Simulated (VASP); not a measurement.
Set up this calculation in VASP 6.6.1, as the native input.

* Task: single point
* Functional: PBE
* Dispersion: D3(BJ)
* Potentials or basis: VASP PAW PBE potentials, release 64 (Ir)
* Cutoff: 520 eV
* k mesh: 4 × 4 × 1
* Occupations: gaussian, width 0.1 eV
* Spin: no spin polarisation
* Dipole correction: yes
* Further INCAR settings: ALGO = Normal; EDIFF = 1e-06; NBANDS = 66

The structure of Ir lies in POSCAR:

```
Ir
1.0
    5.4313155574      0.0000000000      0.0000000000
   -2.7156577787      4.7036572487      0.0000000000
    0.0000000000      0.0000000000     23.0408505826
Ir
12
Direct
    0.3333333333      0.1666666667      0.3472094041
    0.3333333333      0.6666666667      0.3472094041
    0.8333333333      0.1666666667      0.3472094041
    0.8333333333      0.6666666667      0.3472094041
    0.6667753663      0.3334662488      0.4421074284
    0.6673382767      0.8338216218      0.4414950495
    0.1659679173      0.3326067212      0.4415475706
    0.1658395355      0.8344896305      0.4415556224
   -0.0008195262      0.4996334907      0.5356151383
    0.0017072489     -0.0008425568      0.5376883213
    0.5004122738      0.4996957443      0.5357142662
    0.5002104635      0.0007842342      0.5355164515
```

The input as run:

INCAR

```
PREC = Accurate ; ENCUT = 520
EDIFF = 1E-6 ; ISMEAR = 0
SIGMA = 0.1 ; LREAL = F
LASPH = T ; NELM = 60
ALGO = Normal ; ISIF = 2
LWAVE = F ; LCHARG = T
LDIPOL = T ; IDIPOL = 3
DIPOL = 0.5 0.5 0.442 ; GGA = PE
IVDW = 12 ; LELF = T
LVHAR = T ; LVACPOTAV = T
NBANDS = 66
```

KPOINTS

```
Automatic mesh
0
Gamma
  4 4 1
```

Potentials or basis: VASP PAW PBE potentials, release 64 (Ir).

The run is started by

```sh
$ cat potpaw_PBE.64/Ir/POTCAR > POTCAR
$ mpirun -np 1 vasp_std > vasp.out
```

Results of the run:

| Property | Result |
| --- | --- |
| Largest force | 0.415 eV/Å |
| Band gap on the k mesh | zero (bands 54 and 55 overlap by 1.16 eV) |
| Dispersion energy per atom | -0.484 eV |

Caveat: spin-orbit coupling is left out, which moves the levels of the heavy elements.

It took 29 min on 1 thread of Intel Xeon 8259CL, on a shared host, peak memory 0.75 GiB.
